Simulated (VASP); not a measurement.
A run of VASP 6.6.1 is set up as follows.

Contents of POSCAR:

```
LiF
1.0
    0.0000000000      2.0140000000      2.0140000000
    1.7119000000      0.0000000000      2.0140000000
    1.7119000000      2.0140000000      0.0000000000
Li F
1 1
Direct
    0.0000000000      0.0000000000      0.0000000000
    0.5000000000      0.5000000000      0.5000000000
```

The input INCAR.step1:

```
SYSTEM = LiF
ALGO = Normal
EDIFF = 1E-4
ENCUT = 520
GGA = PE
ISMEAR = 0
LASPH = .TRUE.
LCHARG = .FALSE.
LREAL = .FALSE.
LWAVE = .TRUE.
NBANDS = 12
NELM = 80
PREC = Accurate
SIGMA = 0.05
```

File INCAR.step2:

```
SYSTEM = LiF
ALGO = Normal
EDIFF = 1E-6
ENCUT = 520
ISIF = 2
ISMEAR = 0
ISTART = 1
LASPH = .TRUE.
LCHARG = .FALSE.
LMIXTAU = .TRUE.
LREAL = .FALSE.
LWAVE = .FALSE.
METAGGA = R2SCAN
NBANDS = 12
NELM = 80
PREC = Accurate
SIGMA = 0.05
```

File KPOINTS:

```
k-points
0
G
  10 10 10
  0 0 0
```

Potentials or basis: VASP PAW PBE potentials, release 64 (Li_sv, F).

The run is started by

```bash
$ cat potpaw_PBE.64/Li_sv/POTCAR potpaw_PBE.64/F/POTCAR > POTCAR
$ cp INCAR.step1 INCAR
$ mpirun -np 1 vasp_std > vasp.out
$ cp INCAR.step2 INCAR
$ mpirun -np 1 vasp_std > vasp.out
```

(1) What does it give for the band gap on the k mesh?

Answers

(1) 11.47 eV, direct.

Caveat: the cell differs from its parent crystal (strain -0.1500 x Voigt [1, 0, 0, 0, 0, 0]).
